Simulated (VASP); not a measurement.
Crystal: Ga2BAs3.

```
Ga B As
1.0
    -1.90014    1.90014    8.06162
     1.90014   -1.90014    8.06162
     1.90014    1.90014   -8.06162
Ga B As
2 1 3
Direct
  0.66667 0.66667 0.00000
  0.33333 0.33333 0.00000
  0.00000 0.00000 0.00000
  0.58333 0.08333 0.50000
  0.25000 0.75000 0.50000
  0.91667 0.41667 0.50000
```

* Program: VASP 6.6.1
* Task: relaxation of cell and atoms
* Functional: PBE
* Potentials or basis: VASP PAW PBE potentials, release 64 (Ga_d, B, As)
* Cutoff: 600 eV
* k mesh: 6 × 6 × 6
* Occupations: gaussian, width 0.1 eV
* Spin: no spin polarisation

At the start: pressure 6.1 GPa; volume 19.40 Å³/atom.

Question: Where does the relaxation end?

Answer: Over 8 steps the energy falls by 151.5 meV/atom and the volume is 20.19 Å³/atom (+4.1 %); space group I-4m2 (No. 119, to 0.1 Å) before and after.

Step by step:
| step | energy change (eV) | largest force (eV/Å) | pressure (GPa) | volume (Å³) |
| --- | --- | --- | --- | --- |
| 1 | 0.0000 | 3.2081 | 6.07 | 116.43 |
| 2 | -0.6303 | 0.9071 | -3.71 | 129.26 |
| 3 | -0.6350 | 0.8662 | -3.14 | 128.10 |
| 4 | -0.8419 | 0.6771 | -1.06 | 123.27 |
| 5 | -0.8820 | 0.5376 | 0.64 | 120.20 |
| 6 | -0.9085 | 0.0278 | 0.10 | 120.95 |
| 7 | -0.9085 | 0.0423 | 0.08 | 120.97 |
| 8 | -0.9092 | 0.0138 | -0.01 | 121.16 |

Final structure:
```
Ga B As
1.0
    -1.90908    1.90908    8.31114
     1.90908   -1.90908    8.31114
     1.90908    1.90908   -8.31114
Ga B As
2 1 3
Direct
  0.65956 0.65956 0.00000
  0.34044 0.34044 0.00000
  0.00000 0.00000 0.00000
  0.56796 0.06796 0.50000
  0.25000 0.75000 0.50000
  0.93204 0.43204 0.50000
```
